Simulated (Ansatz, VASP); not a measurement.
**MgF2 in VASP and in Ansatz**

```
CELL_PARAMETERS angstrom
4.52696 0.00000 0.00000
0.00000 4.52696 0.00000
0.00000 0.00000 2.95433
ATOMIC_POSITIONS crystal
Mg 0.00000 0.00000 0.00000
Mg 0.50000 0.50000 0.50000
F 0.30280 0.30280 0.00000
F 0.19720 0.80280 0.50000
F 0.69720 0.69720 0.00000
F 0.80280 0.19720 0.50000
```

Change from the starting cell: volume scaled by 0.94.

Alike in both runs: task single point; functional LDA; k mesh 5 × 5 × 7; occupations fermi-dirac, width 0.02 eV; no spin polarisation.

|  | VASP | Ansatz |
| --- | --- | --- |
| version | VASP 6.6.1 | Ansatz 0.2.0 |
| potentials or method | VASP PAW LDA potentials, release 64 (Mg, F), cutoff 600 eV | all-electron LAPW, scalar-relativistic |

|  | VASP | Ansatz | Ansatz less VASP |
| --- | --- | --- | --- |
| gap on the k mesh at the Fermi level (eV) | 7.31 | 7.33 | +0.016 |
| pressure (GPa) | 2.0 | 4.2 | +2.20 |
| traceless stress, the component that is largest in VASP (GPa) | 1.88 | 1.67 | -0.206 |
| rms of the force components (eV/Å) | 0.044 | 0.039 | -0.0058 |

LDA's correlation is that of Perdew and Zunger in VASP and of Perdew and Wang (1992) in Ansatz. Atom by atom the forces differ by 0.006 eV/Å (rms over components). Ansatz ran all-electron here, and VASP with PAW potentials.
